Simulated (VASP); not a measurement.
# AgI (F-43m) in VASP: notebook, part 2 of 2

VASP 6.6.1. Earlier steps stand in the parts before.

### Step 5. Single point, PBE (37.54 Å³/atom)

This run uses another cell than the first one, of 37.54 Å³/atom.

The input, INCAR:

```
PREC     = Accurate       # precision mode
ENCUT    = 500            # plane-wave cutoff, eV
EDIFF    = 1E-6           # SCF threshold, eV
ISMEAR   = 0              # smearing method
SIGMA    = 0.02           # smearing width, eV
LREAL    = F              # projectors in reciprocal space
LASPH    = T              # aspherical terms in the spheres
NELM     = 120            # most SCF steps
ALGO     = Normal         # electronic algorithm
ISIF     = 2              # what is computed and relaxed
LWAVE    = F              # write WAVECAR
LCHARG   = F              # write CHGCAR
GGA      = PE             # functional
NBANDS   = 16             # bands
GGA_COMPAT= F
```

The input, KPOINTS:

```
regular mesh
0
Gamma
  8 8 8
```

The input, POSCAR:

```
AgI
1.0
    0.0000000000      3.3483645309      3.3483645309
    3.3483645309      0.0000000000      3.3483645309
    3.3483645309      3.3483645309      0.0000000000
Ag I
1 1
Direct
    0.0000000000      0.0000000000      0.0000000000
    0.2500000000      0.2500000000      0.2500000000
```

The run is started by

```bash
> cat potpaw_PBE.64/Ag/POTCAR potpaw_PBE.64/I/POTCAR > POTCAR
> mpirun -np 1 vasp_std > vasp.out
```

Wall time 12 s (1 thread of Intel Xeon 6975P-C (Granite Rapids), shared host); peak memory 0.21 GiB.

The run converged. Its results:

```yaml
Free_energy: -4.7862 eV
Pressure: -0.8 GPa
Band_gap_on_the_k_mesh: 1.35 eV
```

Levels at points of the mesh, in eV from the valence-band top:
| k point | band 6 | band 7 | band 8 | band 9 | band 10 | band 11 | band 12 | band 13 |
| --- | --- | --- | --- | --- | --- | --- | --- | --- |
| (0.00, 0.00, 0.00) | -2.71 | 0.00 | 0.00 | 0.00 | 1.35 | 5.90 | 5.90 | 5.90 |
| (0.50, 0.00, 0.00) | -2.68 | -2.59 | -0.60 | -0.60 | 2.80 | 6.34 | 6.34 | 7.04 |
| (0.50, 0.50, 0.00) | -2.61 | -2.28 | -1.50 | -1.50 | 3.86 | 3.86 | 8.22 | 9.33 |

Caveat: spin-orbit coupling is left out, which moves the levels of the heavy elements.

### Step 6. Single point, PBE (38.63 Å³/atom)

This run uses another cell than the first one, of 38.63 Å³/atom.

The input, INCAR:

```
SYSTEM = AgI
  ALGO = Normal
  EDIFF = 1E-6
  ENCUT = 500
  GGA = PE
  GGA_COMPAT = .False.
  ISIF = 2
  ISMEAR = 0
  LASPH = .True.
  LCHARG = .False.
  LREAL = .False.
  LWAVE = .False.
  NBANDS = 16
  NELM = 120
  PREC = Accurate
  SIGMA = 0.02
```

The input, KPOINTS:

```
k-points
0
Gamma
  8 8 8
  0 0 0
```

The input, POSCAR:

```
AgI
1.0
    0.0000000000      3.3805623189      3.3805623189
    3.3805623189      0.0000000000      3.3805623189
    3.3805623189      3.3805623189      0.0000000000
Ag I
1 1
Direct
    0.0000000000      0.0000000000      0.0000000000
    0.2500000000      0.2500000000      0.2500000000
```

Potentials or basis: VASP PAW PBE potentials, release 64 (Ag, I).

The run is started by

```bash
> cat potpaw_PBE.64/Ag/POTCAR potpaw_PBE.64/I/POTCAR > POTCAR
> mpirun -np 1 vasp_std > vasp.out
```

OUTCAR:

```text
SYSTEM = AgI
   EDIFF = 1E-6
   ENCUT = 500
   GGA = PE
   ISIF = 2
   ISMEAR = 0
   LASPH = .True.
   LREAL = .False.
   NELM = 120
   PREC = Accurate

 ion  position               nearest neighbor table
   1  0.000  0.000  0.000-   2 2.93   2 2.93   2 2.93   2 2.93
   2  0.250  0.250  0.250-   1 2.93   1 2.93   1 2.93   1 2.93

  LATTYP: Found a face centered cubic cell.
 ALAT       =     6.7611246378

  Lattice vectors:

 A1 = (   0.0000000000,   3.3805623189,   3.3805623189)
 A2 = (   3.3805623189,   0.0000000000,   3.3805623189)
 A3 = (   3.3805623189,   3.3805623189,   0.0000000000)
[... 624 lines left out ...]
      4      -1.3535      2.00000
      5      -0.7649      2.00000
      6      -0.7026      2.00000
[... 8 lines left out ...]
     15      12.4018      0.00000
     16      12.9722      0.00000

 [... further k-points ...]
[... 5 lines left out ...]
  --------------------------------------------------------------------------------------
  -------------------------------------------------------------------------------------
  Total       -0.6525100     -0.6525100     -0.6525100     -0.0000000     -0.0000000     -0.0000000
  in kB      -13.5300982    -13.5300982    -13.5300982     -0.0000000     -0.0000000     -0.0000000
  external PRESSURE =     -13.5300982 kB  Pullay stress =       0.0000000 kB

 VOLUME and BASIS-vectors are now :
 -----------------------------------------------------------------------------
  energy-cutoff  :      500.00
  volume of cell :       77.27
      direct lattice vectors                 reciprocal lattice vectors
     0.000000000  3.380562319  3.380562319    -0.147904388  0.147904388  0.147904388
     3.380562319  0.000000000  3.380562319     0.147904388 -0.147904388  0.147904388
     3.380562319  3.380562319  0.000000000     0.147904388  0.147904388 -0.147904388

 POSITION                                       TOTAL-FORCE (eV/Angst)
 -----------------------------------------------------------------------------------
      0.00000      0.00000      0.00000         0.000000      0.000000      0.000000
      1.69028      1.69028      1.69028        -0.000000     -0.000000     -0.000000
 -----------------------------------------------------------------------------------
    total drift:                                0.000000      0.000000      0.000000

  FREE ENERGIE OF THE ION-ELECTRON SYSTEM (eV)
  ---------------------------------------------------
  free  energy   TOTEN  =        -4.7715402860 eV

  energy  without entropy=       -4.7715402860  energy(sigma->0) =       -4.77154029
```

OSZICAR:

```text
N       E                     dE             d eps       ncg     rms          rms(c)
DAV:   1     0.891954181362E+02    0.89195E+02   -0.73545E+03   928   0.902E+02
DAV:   2    -0.142568347866E+01   -0.90621E+02   -0.84655E+02  1128   0.185E+02
DAV:   3    -0.479579612539E+01   -0.33701E+01   -0.33625E+01  1136   0.378E+01
DAV:   4    -0.484857138581E+01   -0.52775E-01   -0.52773E-01  1456   0.443E+00
DAV:   5    -0.484870982142E+01   -0.13844E-03   -0.13844E-03  1184   0.222E-01    0.388E+00
DAV:   6    -0.477091664344E+01    0.77793E-01   -0.19765E-01  1112   0.623E+00    0.303E+00
DAV:   7    -0.477058650322E+01    0.33014E-03   -0.43871E-02   992   0.123E+00    0.135E+00
DAV:   8    -0.477121191250E+01   -0.62541E-03   -0.30306E-03  1160   0.502E-01    0.266E-01
DAV:   9    -0.477146103365E+01   -0.24912E-03   -0.48614E-04  1160   0.260E-01    0.572E-02
DAV:  10    -0.477149795538E+01   -0.36922E-04   -0.33335E-05  1224   0.618E-02    0.213E-02
DAV:  11    -0.477154020436E+01   -0.42249E-04   -0.50304E-05  1136   0.507E-02    0.123E-02
DAV:  12    -0.477154028604E+01   -0.81678E-07   -0.33245E-06  1144   0.161E-02
   1 F= -.47715403E+01 E0= -.47715403E+01  d E =-.219494E-17
```

It took 13 s on 1 thread of Intel Xeon 6975P-C (Granite Rapids), shared host; peak memory 0.22 GiB.

What came out:

| Property | Result |
| --- | --- |
| Free energy | -4.7715 eV |
| Pressure | -1.4 GPa |
| Band gap on the k mesh | 1.35 eV |

Caveat: spin-orbit coupling is left out, which moves the levels of the heavy elements.

### Step 7. Single point, PBE (40.09 Å³/atom)

This run uses another cell than the first one, of 40.09 Å³/atom.

The input, INCAR:

```
PREC = Accurate
ENCUT = 500
EDIFF = 1E-6
ISMEAR = 0
SIGMA = 0.02
LREAL = False
LASPH = True
NELM = 120
ALGO = Normal
ISIF = 2
LWAVE = False
LCHARG = False
GGA = PE
NBANDS = 16
GGA_COMPAT = False
```

The input, KPOINTS:

```
Automatic mesh
0
Gamma
  8 8 8
```

The input, POSCAR:

```
AgI
1.0
    0.0000000000      3.4225611762      3.4225611762
    3.4225611762      0.0000000000      3.4225611762
    3.4225611762      3.4225611762      0.0000000000
Ag I
1 1
Direct
    0.0000000000      0.0000000000      0.0000000000
    0.2500000000      0.2500000000      0.2500000000
```

The run is started by

```bash
> cat potpaw_PBE.64/Ag/POTCAR potpaw_PBE.64/I/POTCAR > POTCAR
> mpirun -np 1 vasp_std > vasp.out
```

Wall time 13 s (1 thread of Intel Xeon 6975P-C (Granite Rapids), shared host); peak memory 0.21 GiB.

Results (log left out):

```
Free energy            : -4.7411 eV
Pressure               : -2.0 GPa
Band gap on the k mesh : 1.36 eV
```

Levels at points of the mesh, in eV from the valence-band top:
```tsv
k point	band 5	band 6	band 7	band 8	band 9	band 10	band 11	band 12	band 13	band 14
(0.00, 0.00, 0.00)	-2.49	-2.49	0.00	0.00	0.00	1.36	5.99	5.99	5.99	8.76
(0.50, 0.00, 0.00)	-2.47	-2.47	-2.40	-0.53	-0.53	2.82	6.41	6.41	6.89	9.15
(0.50, 0.50, 0.00)	-2.43	-2.41	-2.09	-1.32	-1.32	3.84	4.03	8.06	9.11	9.11
```

Caveat: spin-orbit coupling is left out, which moves the levels of the heavy elements.

### Step 8. The runs side by side

```csv
cell,gap on the mesh (eV),pressure (GPa)
"a = 4.593 Å, angles 60.0°, 2 atoms",1.34,1.8
"a = 4.642 Å, angles 60.0°, 2 atoms",1.34,0.8
"a = 4.689 Å, angles 60.0°, 2 atoms",1.35,-0.1
"a = 4.735 Å, angles 60.0°, 2 atoms",1.35,-0.8
"a = 4.781 Å, angles 60.0°, 2 atoms",1.35,-1.4
"a = 4.840 Å, angles 60.0°, 2 atoms",1.36,-2.0
```

Alike in all rows: task single point; level PBE; potentials or basis VASP PAW PBE potentials, release 64 (Ag, I); no spin polarisation; k mesh 8 × 8 × 8; cutoff (eV) 500; smearing gaussian 0.02 eV.

Caveats: spin-orbit coupling is left out, which moves the levels of the heavy elements.

Absolute energies hang on the potentials; compare differences alone.
